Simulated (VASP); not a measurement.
# Hg (P6_3/mmc) in VASP: further runs

Runs on Hg. Level: PBE+D3(BJ). Tasks: single point.

Program: VASP 6.6.1. These are calculated values, not measurements. Logs are shortened: lines on timing, memory, paths and dates and some standing lists are left out, and cuts for length are marked.

## (1) The cell of the first run

It takes space group P6_3/mmc (No. 194, hexagonal). The conventional cell has a = 3.185 Å, b = 3.185 Å, c = 5.128 Å, α = 90.00°, β = 90.00°, γ = 120.00°. Hg (site symmetry -6m2) has 12 Hg at 3.15 to 3.18 Å within 4.2 Å.

## (2) Single point, PBE+D3(BJ)

INCAR

```
SYSTEM = Hg
PREC = Accurate ; ENCUT = 520
EDIFF = 1E-6 ; ISMEAR = 0
SIGMA = 0.15 ; LREAL = .False.
LASPH = .True. ; NELM = 100
ALGO = Fast ; ISIF = 2
LWAVE = .False. ; LCHARG = .False.
GGA = PE ; IVDW = 12
NBANDS = 19
```

KPOINTS

```
regular mesh
0
Gamma
  15 15 8
  0 0 0
```

POSCAR

```
Hg
1.0
    3.1846000000      0.0000000000      0.0000000000
   -1.5923000000      2.7579445009      0.0000000000
    0.0000000000      0.0000000000      5.1276000000
Hg
2
Direct
    0.6666666667      0.3333333333      0.7500000000
    0.3333333333      0.6666666667      0.2500000000
```

Potentials or basis: VASP PAW PBE potentials, release 64 (Hg).

Started as:

```sh
$ cat potpaw_PBE.64/Hg/POTCAR > POTCAR
$ mpirun -np 1 vasp_std > vasp.out
```

OUTCAR:

```text
SYSTEM = Hg
   PREC = Accurate
   ENCUT = 520
   EDIFF = 1E-6
   ISMEAR = 0
   LREAL = .False.
   LASPH = .True.
   NELM = 100
   ISIF = 2
   GGA = PE
   IVDW = 12
 IVDW          = 12

 ion  position               nearest neighbor table
   1  0.667  0.333  0.750-   2 3.15   2 3.15   2 3.15   2 3.15   2 3.15   2 3.15
   2  0.333  0.667  0.250-   1 3.15   1 3.15   1 3.15   1 3.15   1 3.15   1 3.15

  LATTYP: Found a hexagonal cell.
 ALAT       =     3.1846000000
 C/A-ratio  =     1.6101237204

  Lattice vectors:

 A1 = (   3.1846000000,   0.0000000000,   0.0000000000)
 A2 = (  -1.5923000000,   2.7579445009,   0.0000000000)
 A3 = (   0.0000000000,   0.0000000000,   5.1276000000)

Analysis of symmetry for initial positions (statically):
=====================================================================
 Subroutine PRICEL returns:
 Original cell was already a primitive cell.

 Routine SETGRP: Setting up the symmetry group for a
 hexagonal supercell.

 Subroutine GETGRP returns: Found 24 space group operations
 (whereof 12 operations were pure point group operations)
 out of a pool of 24 trial point group operations.

The static configuration has the point symmetry D_3d.
 The point group associated with its full space group is D_6h.

Analysis of symmetry for dynamics (positions and initial velocities):
=====================================================================
 Subroutine PRICEL returns:
 Original cell was already a primitive cell.

 Routine SETGRP: Setting up the symmetry group for a
 hexagonal supercell.

 Subroutine GETGRP returns: Found 24 space group operations
 (whereof 12 operations were pure point group operations)
 out of a pool of 24 trial point group operations.

The dynamic configuration has the point symmetry D_3d.
 The point group associated with its full space group is D_6h.

 Subroutine INISYM returns: Found 24 space group operations
 (whereof 12 operations are pure point group operations),
 and found     1 'primitive' translations

----------------------------------------------------------------------------------------

                                     Primitive cell

  volume of cell :      45.0355

  direct lattice vectors                    reciprocal lattice vectors
     3.184600000  0.000000000  0.000000000     0.314011179  0.181294439  0.000000000
    -1.592300000  2.757944501  0.000000000     0.000000000  0.362588877  0.000000000
     0.000000000  0.000000000  5.127600000     0.000000000  0.000000000  0.195023013

  length of vectors
     3.184600000  3.184600000  5.127600000     0.362588877  0.362588877  0.195023013

  position of ions in fractional coordinates (direct lattice)
     0.666666667  0.333333333  0.750000000
     0.333333333  0.666666667  0.250000000

  ion indices of the primitive-cell ions
   primitive index   ion index
                 1           1
                 2           2

----------------------------------------------------------------------------------------

 KPOINTS: regular mesh

Automatic generation of k-mesh.
 Grid dimensions read from file:
 generate k-points for:   15   15    8

 Generating k-lattice:

  Cartesian coordinates                     Fractional coordinates (reciprocal lattice)
     0.020934079  0.012086296  0.000000000     0.066666667 -0.000000000  0.000000000
     0.000000000  0.024172592  0.000000000     0.000000000  0.066666667  0.000000000
     0.000000000  0.000000000  0.024377877     0.000000000  0.000000000  0.125000000

  Length of vectors
     0.024172592  0.024172592  0.024377877

  Shift w.r.t. Gamma in fractional coordinates (k-lattice)
     0.000000000  0.000000000  0.000000000

 Subroutine IBZKPT returns following result:
 ===========================================

 Found    135 irreducible k-points:

 Following reciprocal coordinates:
            Coordinates               Weight
  0.000000  0.000000  0.000000      1.000000
  0.066667  0.000000  0.000000      6.000000
  0.133333 -0.000000  0.000000      6.000000
  0.200000  0.000000  0.000000      6.000000
  0.266667 -0.000000  0.000000      6.000000
  0.333333 -0.000000  0.000000      6.000000
[... 16 lines left out ...]
  0.333333  0.200000  0.000000     12.000000
  0.400000  0.200000  0.000000      6.000000
 [... further k-points ...]
   k-points           NKPTS =    135   k-points in BZ     NKDIM =    135   number of bands    NBANDS=     19
   number of dos      NEDOS =    301   number of ions     NIONS =      2
   total plane-waves  NPLWV =  23040
   dimension x,y,z NGX =    24 NGY =   24 NGZ =   40
   dimension x,y,z NGXF=    48 NGYF=   48 NGZF=   80
   ions per type =               2
   NGX,Y,Z   is equivalent  to a cutoff of  12.53, 12.53, 12.97 a.u.
   NGXF,Y,Z  is equivalent  to a cutoff of  25.06, 25.06, 25.94 a.u.
 SYSTEM =  Hg
   PREC   = accura    normal or accurate (medium, high low for compatibility)
   ISTART =      0    job   : 0-new  1-cont  2-samecut
[... 93 lines left out ...]
      4      -3.8770      2.00000
      5      -3.7892      2.00000
      6      -3.7699      2.00000
[... 11 lines left out ...]
     18      18.2926      0.00000
     19      18.5118      0.00000

 k-point     4 :       0.2000    0.0000    0.0000
  band No.  band energies     occupation
      1      -5.4749      2.00000
      2      -4.7805      2.00000
      3      -4.1591      2.00000
      4      -3.9700      2.00000
      5      -3.9028      2.00000
      6      -3.8019      2.00000
[... 11 lines left out ...]
     18      16.4976      0.00000
     19      18.1991      0.00000

 k-point     5 :       0.2667   -0.0000    0.0000
  band No.  band energies     occupation
      1      -5.0606      2.00000
      2      -4.7774      2.00000
      3      -4.2174      2.00000
      4      -3.9691      2.00000
      5      -3.8958      2.00000
      6      -3.8559      2.00000
[... 11 lines left out ...]
     18      15.9531      0.00000
     19      17.3746      0.00000

 k-point     6 :       0.3333   -0.0000    0.0000
  band No.  band energies     occupation
      1      -4.8836      2.00000
      2      -4.8458      2.00000
      3      -4.4465      2.00000
      4      -3.9792      2.00000
      5      -3.7903      2.00000
      6      -3.5973      2.00000
[... 11 lines left out ...]
     18      15.8495      0.00000
     19      16.7064      0.00000

 k-point     7 :       0.4000   -0.0000    0.0000
  band No.  band energies     occupation
      1      -4.9579      2.00000
      2      -4.8248      2.00000
      3      -4.6150      2.00000
      4      -4.0409      2.00000
      5      -3.6857      2.00000
      6      -3.6653      2.00000
[... 11 lines left out ...]
     18      15.8056      0.00000
     19      16.2511      0.00000

 k-point     8 :       0.4667    0.0000    0.0000
  band No.  band energies     occupation
      1      -5.0084      2.00000
      2      -4.8313      2.00000
      3      -4.7031      2.00000
      4      -4.0737      2.00000
      5      -3.6999      2.00000
      6      -3.6267      2.00000
[... 256 lines left out ...]
 k-point    20 :       0.4000    0.1333    0.0000
  band No.  band energies     occupation
      1      -4.8244      2.00000
      2      -4.7062      2.00000
      3      -4.6507      2.00000
      4      -4.0741      2.00000
      5      -3.7383      2.00000
      6      -3.5968      2.00000
[... 11 lines left out ...]
     18      13.8006      0.00000
     19      14.8301      0.00000

 k-point    21 :       0.2000    0.2000    0.0000
  band No.  band energies     occupation
      1      -4.6285      2.00000
      2      -4.4748      2.00000
      3      -4.4465      2.00000
      4      -4.1459      2.00000
      5      -4.0456      2.00000
      6      -3.7639      2.00000
[... 11 lines left out ...]
     18      13.9282      0.00000
     19      14.7565      0.00000

 k-point    22 :       0.2667    0.2000    0.0000
  band No.  band energies     occupation
      1      -4.5946      2.00000
      2      -4.5897      2.00000
      3      -4.4761      2.00000
      4      -4.0703      2.00000
      5      -3.9123      2.00000
      6      -3.6796      2.00000
[... 11 lines left out ...]
     18      12.6517      0.00000
     19      14.2111      0.00000

 k-point    23 :       0.3333    0.2000    0.0000
  band No.  band energies     occupation
      1      -4.6909      2.00000
      2      -4.6183      2.00000
      3      -4.4854      2.00000
      4      -4.0656      2.00000
      5      -3.7625      2.00000
      6      -3.7292      2.00000
[... 11 lines left out ...]
     18      12.2032      0.00000
     19      13.9385      0.00000

 k-point    24 :       0.4000    0.2000    0.0000
  band No.  band energies     occupation
      1      -4.7241      2.00000
      2      -4.6346      2.00000
      3      -4.4890      2.00000
      4      -4.0568      2.00000
      5      -3.7986      2.00000
      6      -3.6617      2.00000
[... 11 lines left out ...]
     18      12.0557      0.00000
     19      13.8510      0.00000

 [... further k-points ...]

------------------------ aborting loop because EDIFF is reached ----------------------------------------

 Edisp (eV)   -0.92979

 E8    (eV) :    -0.4206

  FORCE on cell =-STRESS in cart. coord.  units (eV):
  Direction    XX          YY          ZZ          XY          YZ          ZX
  --------------------------------------------------------------------------------------
  -------------------------------------------------------------------------------------
  Total       1.19089     1.19089     1.16859    -0.00000     0.00000     0.00000
  in kB      42.36689    42.36689    41.57357    -0.00000     0.00000     0.00000
  external pressure =       42.10 kB  Pullay stress =        0.00 kB

 VOLUME and BASIS-vectors are now :
 -----------------------------------------------------------------------------
  energy-cutoff  :      520.00
  volume of cell :       45.04
      direct lattice vectors                 reciprocal lattice vectors
     3.184600000  0.000000000  0.000000000     0.314011179  0.181294439  0.000000000
    -1.592300000  2.757944501  0.000000000     0.000000000  0.362588877  0.000000000
     0.000000000  0.000000000  5.127600000     0.000000000  0.000000000  0.195023013

 POSITION                                       TOTAL-FORCE (eV/Angst)
 -----------------------------------------------------------------------------------
      1.59230      0.91931      3.84570        -0.000000      0.000000      0.000000
     -0.00000      1.83863      1.28190         0.000000      0.000000      0.000000
 -----------------------------------------------------------------------------------
    total drift:                                0.000000     -0.000000      0.000000

  FREE ENERGIE OF THE ION-ELECTRON SYSTEM (eV)
  ---------------------------------------------------
  free  energy   TOTEN  =        -1.0339814401 eV

  energy  without entropy=       -1.0252601912  energy(sigma->0) =       -1.02962082
```

Run time: 24 s. Hardware: 1 thread of Intel Xeon 6975P-C (Granite Rapids), shared host; peak memory 0.23 GiB.

What came out:

| Property | Result |
| --- | --- |
| Free energy | -1.0340 eV |
| Pressure | 4.2 GPa |
| Band gap on the k mesh | zero (bands 12 and 13 overlap by 1.58 eV) |
| Dispersion energy per atom | -0.465 eV |

Caveat: the cell stands under pressure; spin-orbit coupling is left out, which moves the levels of the heavy elements.

## (3) Single point, PBE+D3(BJ)

This run uses another cell than the first one, of 22.59 Å³/atom.

INCAR

```
SYSTEM = Hg
PREC = Accurate
ENCUT = 520
EDIFF = 1E-6
ISMEAR = 0
SIGMA = 0.15
LREAL = .False.
LASPH = .True.
NELM = 80
ALGO = Normal
ISIF = 2
LWAVE = .False.
LCHARG = .False.
GGA = PE
IVDW = 12
NBANDS = 19
```

KPOINTS is that of step 2.

POSCAR

```
Hg
1.0
    3.2405000000      0.0000000000      0.0000000000
   -1.6202500000      2.8063553210      0.0000000000
    0.0000000000      0.0000000000      4.9690000000
Hg
2
Direct
    0.6666666667      0.3333333333      0.7500000000
    0.3333333333      0.6666666667      0.2500000000
```

Potentials or basis: VASP PAW PBE potentials, release 64 (Hg).

Started as:

```sh
$ cat potpaw_PBE.64/Hg/POTCAR > POTCAR
$ mpirun -np 1 vasp_std > vasp.out
```

It took 23 s on 1 thread of Intel Xeon 6975P-C (Granite Rapids), shared host; peak memory 0.23 GiB.

Results (log left out):

```
Free energy                : -1.0340 eV
Pressure                   : 4.3 GPa
Band gap on the k mesh     : zero (bands 12 and 13 overlap by 1.04 eV)
Dispersion energy per atom : -0.463 eV
```

Stress tensor (GPa, compression positive):
```
4.01 0.00 0.00
0.00 4.01 0.00
0.00 0.00 4.75
```

Levels at points of the mesh, in eV from the Fermi level:
| k point | band 10 | band 11 | band 12 | band 13 | band 14 | band 15 |
| --- | --- | --- | --- | --- | --- | --- |
| (0.00, 0.00, 0.00) | -5.86 | -5.86 | -1.36 | -0.69 | 12.16 | 12.16 |
| (0.00, 0.00, 0.50) | -6.10 | -6.10 | -6.10 | 8.15 | 8.15 | 13.05 |

Caveat: the cell stands under pressure; spin-orbit coupling is left out, which moves the levels of the heavy elements.

## (4) Single point, PBE+D3(BJ)

This run uses another cell than the first one, of 22.63 Å³/atom.

INCAR

```
SYSTEM = Hg
PREC     = Accurate       ! precision mode
ENCUT    = 520            ! plane-wave cutoff, eV
EDIFF    = 1E-6           ! SCF threshold, eV
ISMEAR   = 0              ! smearing method
SIGMA    = 0.15           ! smearing width, eV
LREAL    = .FALSE.        ! projectors in reciprocal space
LASPH    = .TRUE.         ! aspherical terms in the spheres
NELM     = 100            ! most SCF steps
ALGO     = Normal         ! electronic algorithm
ISIF     = 2              ! what is computed and relaxed
LWAVE    = .FALSE.        ! write WAVECAR
LCHARG   = .FALSE.        ! write CHGCAR
GGA      = PE             ! functional
IVDW     = 12             ! dispersion correction
NBANDS   = 19             ! bands
```

KPOINTS

```
Automatic mesh
0
G
  15 15 8
  0 0 0
```

POSCAR

```
Hg
1.0
    3.2963000000      0.0000000000      0.0000000000
   -1.6481500000      2.8546795385      0.0000000000
    0.0000000000      0.0000000000      4.8104000000
Hg
2
Direct
    0.6666666667      0.3333333333      0.7500000000
    0.3333333333      0.6666666667      0.2500000000
```

Started as:

```sh
$ cat potpaw_PBE.64/Hg/POTCAR > POTCAR
$ mpirun -np 1 vasp_std > vasp.out
```

Wall time 35 s (1 thread of Intel Xeon 6975P-C (Granite Rapids), shared host); peak memory 0.24 GiB.

It converged, with:

* Free energy: -1.0279 eV
* Pressure: 4.4 GPa
* Band gap on the k mesh: zero (bands 12 and 13 overlap by 1.25 eV)
* Dispersion energy per atom: -0.463 eV

Stress tensor (GPa, compression positive):
```
4.23 0.00 0.00
0.00 4.23 0.00
0.00 0.00 4.72
```

Levels at points of the mesh, in eV from the Fermi level:
```csv
k point,band 10,band 11,band 12,band 13,band 14,band 15
"(0.00, 0.00, 0.00)",-5.95,-5.95,-1.15,-0.20,11.34,11.34
"(0.00, 0.00, 0.50)",-6.18,-6.18,-6.18,9.06,9.06,12.58
```

Caveat: the cell stands under pressure; spin-orbit coupling is left out, which moves the levels of the heavy elements.

## (5) Single point, PBE+D3(BJ)

This run uses another cell than the first one, of 23.21 Å³/atom.

INCAR

```
SYSTEM = Hg
PREC = Accurate
ENCUT = 520
EDIFF = 1E-6
ISMEAR = 0
SIGMA = 0.15
LREAL = .False.
LASPH = .True.
NELM = 80
ALGO = Fast
ISIF = 2
LWAVE = .False.
LCHARG = .True.
GGA = PE
IVDW = 12
LELF = .True.
LVHAR = .True.
NBANDS = 19
```

KPOINTS

```
Automatic mesh
0
Gamma
  15 15 8
  0 0 0
```

POSCAR

```
Hg
1.0
    3.1846000000      0.0000000000      0.0000000000
   -1.5923000000      2.7579445009      0.0000000000
    0.0000000000      0.0000000000      5.2861746114
Hg
2
Direct
    0.6666666667      0.3333333333      0.7500000000
    0.3333333333      0.6666666667      0.2500000000
```

Started as:

```sh
$ cat potpaw_PBE.64/Hg/POTCAR > POTCAR
$ mpirun -np 1 vasp_std > vasp.out
```

Wall time 26 s (1 thread of Intel Xeon 6975P-C (Granite Rapids), shared host); peak memory 0.23 GiB.

The run converged. Its results:

```yaml
Free_energy: -1.0625 eV
Pressure: 2.9 GPa
Band_gap_on_the_k_mesh: zero (bands 12 and 13 overlap by 1.86 eV)
Dispersion_energy_per_atom: -0.451 eV
```

Stress tensor (GPa, compression positive):
```
3.17 0.00 0.00
0.00 3.17 0.00
0.00 0.00 2.39
```

Levels at points of the mesh, in eV from the Fermi level:
| k point | band 10 | band 11 | band 12 | band 13 | band 14 | band 15 |
| --- | --- | --- | --- | --- | --- | --- |
| (0.00, 0.00, 0.00) | -5.80 | -5.80 | -1.60 | -1.60 | 13.12 | 13.12 |
| (0.00, 0.00, 0.50) | -6.02 | -6.02 | -6.02 | 6.52 | 6.52 | 13.63 |

Caveat: spin-orbit coupling is left out, which moves the levels of the heavy elements.

## (6) Single point, PBE+D3(BJ)

This run uses another cell than the first one, of 23.41 Å³/atom.

INCAR

```
  ALGO = Fast
  EDIFF = 1E-6
  ENCUT = 520
  GGA = PE
  ISIF = 2
  ISMEAR = 0
  IVDW = 12
  LASPH = True
  LCHARG = False
  LREAL = False
  LWAVE = False
  NBANDS = 19
  NELM = 100
  PREC = Accurate
  SIGMA = 0.15
```

KPOINTS

```
k-points
0
Gamma
  15 15 8
```

POSCAR

```
Hg
1.0
    3.3522124042      0.0000000000      0.0000000000
   -1.6761062021      2.9031011009      0.0000000000
    0.0000000000      0.0000000000      4.8104000000
Hg
2
Direct
    0.6666666667      0.3333333333      0.7500000000
    0.3333333333      0.6666666667      0.2500000000
```

Potentials or basis: VASP PAW PBE potentials, release 64 (Hg).

Started as:

```sh
$ cat potpaw_PBE.64/Hg/POTCAR > POTCAR
$ mpirun -np 1 vasp_std > vasp.out
```

It took 36 s on 1 thread of Intel Xeon 6975P-C (Granite Rapids), shared host; peak memory 0.24 GiB.

The run converged. Its results:

- Free energy: -1.0634 eV
- Pressure: 2.9 GPa
- Band gap on the k mesh: zero (bands 12 and 13 overlap by 1.29 eV)
- Dispersion energy per atom: -0.448 eV

Stress tensor (GPa, compression positive):
```
2.96 0.00 0.00
0.00 2.96 0.00
0.00 0.00 2.73
```

Levels at points of the mesh, in eV from the Fermi level:
```tsv
k point	band 8	band 9	band 10	band 11	band 12	band 13	band 14	band 15	band 16	band 17
(0.00, 0.00, 0.00)	-6.76	-6.69	-5.89	-5.89	-0.90	-0.09	10.87	10.87	12.17	13.64
(0.00, 0.00, 0.50)	-6.51	-6.10	-6.10	-6.10	-6.10	9.19	9.19	12.18	12.18	12.18
```

Caveat: spin-orbit coupling is left out, which moves the levels of the heavy elements.

## (7) The runs side by side

```csv
cell,gap on the mesh (eV),pressure (GPa)
"a = 3.185, b = 3.185, c = 5.128 Å, angles 90.0, 90.0, 120.0°, 2 atoms",none,4.2
"a = 3.240, b = 3.241, c = 4.969 Å, angles 90.0, 90.0, 120.0°, 2 atoms",none,4.3
"a = 3.296, b = 3.296, c = 4.810 Å, angles 90.0, 90.0, 120.0°, 2 atoms",none,4.4
"a = 3.185, b = 3.185, c = 5.286 Å, angles 90.0, 90.0, 120.0°, 2 atoms",none,2.9
"a = 3.352, b = 3.352, c = 4.810 Å, angles 90.0, 90.0, 120.0°, 2 atoms",none,2.9
```

Alike in all rows: task single point; level PBE+D3(BJ); potentials or basis VASP PAW PBE potentials, release 64 (Hg); no spin polarisation; k mesh 15 × 15 × 8; cutoff (eV) 520; smearing gaussian 0.15 eV.

Caveats: spin-orbit coupling is left out, which moves the levels of the heavy elements; the cell stands under pressure (at least some runs).

Total energies depend on the potentials used, so only differences within one code and one set of settings carry meaning.
